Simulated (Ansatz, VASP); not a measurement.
**AlB2As3: VASP beside Ansatz**

```
Al B As
1.0
     3.57833    0.00000    0.00000
     0.00000   -7.15666    0.00000
    -1.78917    1.78917   -7.88862
Al B As
2 4 6
Cartesian
  1.7892 -5.3675 -7.8886
  0.0000 -3.5783 0.0000
  0.0000 -3.5783 -5.1169
  0.0000 0.0000 -5.1169
  1.7892 -5.3675 -2.7718
  1.7892 -1.7892 -2.7718
  1.7892 -3.5783 -1.6076
  1.7892 0.0000 -1.6076
  0.0000 -5.3675 -3.9443
  0.0000 -1.7892 -3.9443
  1.7892 -3.5783 -6.2810
  1.7892 0.0000 -6.2810
```

Alike in both runs: task single point; functional PBE; k mesh 4 × 2 × 4; occupations gaussian, width 0.1 eV; no spin polarisation.

```csv
,VASP,Ansatz
version,VASP 6.6.1,Ansatz 0.2.0
potentials or method,"VASP PAW PBE potentials, release 64 (Al, B, As), cutoff 520 eV","scalar-relativistic, plane waves, PAW"
valence electrons in the cell,48,108
```

```tsv
	VASP	Ansatz	Ansatz less VASP
gap on the k mesh at the Fermi level (eV)	0.62	0.63	+0.009
least direct gap on the mesh (eV)	0.67	0.68	+0.008
pressure (GPa)	0.6	0.3	-0.36
traceless stress, the component that is largest in VASP (GPa)	-1.10	-1.09	+0.006
rms of the force components (eV/Å)	0.003	0.005	+0.0016
```

Atom by atom the forces differ by 0.005 eV/Å (rms over components). VASP's potentials hold 48 valence electrons a cell and Ansatz's 108, so a difference there can come from the potentials and not from the codes.

The k mesh is coarse, so the values compare programs but aren't converged.
